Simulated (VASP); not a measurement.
A run of VASP 6.6.1:

The input INCAR:

```
SYSTEM = LuSb
PREC = Accurate
ENCUT = 520
EDIFF = 1E-7
ISMEAR = -1
SIGMA = 0.1
LREAL = .FALSE.
LASPH = .TRUE.
NELM = 100
ALGO = Normal
ISIF = 2
LWAVE = .FALSE.
LCHARG = .TRUE.
GGA = PS
LELF = .TRUE.
LVHAR = .TRUE.
NBANDS = 22
```

The input KPOINTS:

```
Automatic mesh
0
G
  8 8 8
  0 0 0
```

The input POSCAR:

```
LuSb
1.0
    0.0000000000      3.0189321907      3.0189321907
    3.0189321907      0.0000000000      3.0189321907
    3.0189321907      3.0189321907      0.0000000000
Lu Sb
1 1
Direct
    0.0000000000      0.0000000000      0.0000000000
    0.5000000000      0.5000000000      0.5000000000
```

Potentials or basis: VASP PAW PBE potentials, release 64 (Lu, Sb).

The run is started by

```console
$ cat potpaw_PBE.64/Lu/POTCAR potpaw_PBE.64/Sb/POTCAR > POTCAR
$ mpirun -np 1 vasp_std > vasp.out
```

Hardware: 1 thread of Intel(R) Xeon(R) 6975P-C (Granite Rapids) (shared host).

Problem. Estimate the wall time of this run.

Solution. It took 16 s on 1 thread of Intel(R) Xeon(R) 6975P-C (Granite Rapids), on a shared host, peak memory 0.2 GiB. Counts: scf iterations 15, k points 29.
